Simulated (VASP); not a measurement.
NiO: single point with r2SCAN+D3(BJ)

The system is NiO.

```
Ni O
1.0
     0.00000    2.11335    2.11335
     2.11335    0.00000    2.11335
     2.11335    2.11335    0.00000
Ni O
1 1
Direct
  0.00000 0.00000 0.00000
  0.50000 0.50000 0.50000
```

```json
{"Program": "VASP 6.6.1", "Task": "single point", "Functional": "r2SCAN", "Dispersion": "D3(BJ)", "Potentials or basis": "VASP PAW PBE potentials, release 64 (Ni_sv_GW, O)", "Cutoff": "770 eV", "k mesh": "11 × 11 × 11", "Occupations": "fermi-dirac, width 0.05 eV", "Spin": "collinear spin, ferromagnetic start", "Starting moments": "[1.0, 0.0] μB", "Dipole correction": "no", "Further INCAR settings": "ALGO = Normal; EDIFF = 1e-06; NBANDS = 23"}
```

- Pressure: -7.8 GPa
- Band gap on the k mesh: 0.98 eV (least direct gap 1.86 eV)
- Net moment: 2.00 μB per cell
- Site moments: Ni +1.71; O +0.26 μB
- Valence electrons inside the program's atomic spheres: Ni 16.08; O 5.03
- Dispersion energy per atom: -0.122 eV

Levels at points of the mesh, in eV from the valence-band top:
Spin up:
```csv
k point,band 9,band 10,band 11,band 12,band 13,band 14,band 15,band 16,band 17,band 18
"(0.00, 0.00, 0.00)",-2.92,-2.92,-2.58,-2.58,-2.58,2.03,18.67,19.44,19.44,19.44
```
Spin down:
```csv
k point,band 9,band 10,band 11,band 12,band 13,band 14
"(0.00, 0.00, 0.00)",-1.94,-1.94,-1.94,0.98,0.98,2.59
```

Run time: 2.8 min on 1 thread of Intel(R) Xeon(R) Platinum 8559C (Emerald Rapids), with other jobs on the host, peak memory 0.25 GiB.

Caveat: the cell stands under tension; the PAW data sets were made with another functional, which shifts forces and pressure a little; an odd mesh through Γ misses points on the zone boundary, where band edges can lie; a cell with one magnetic atom can't hold antiferromagnetic order, which such compounds often take.
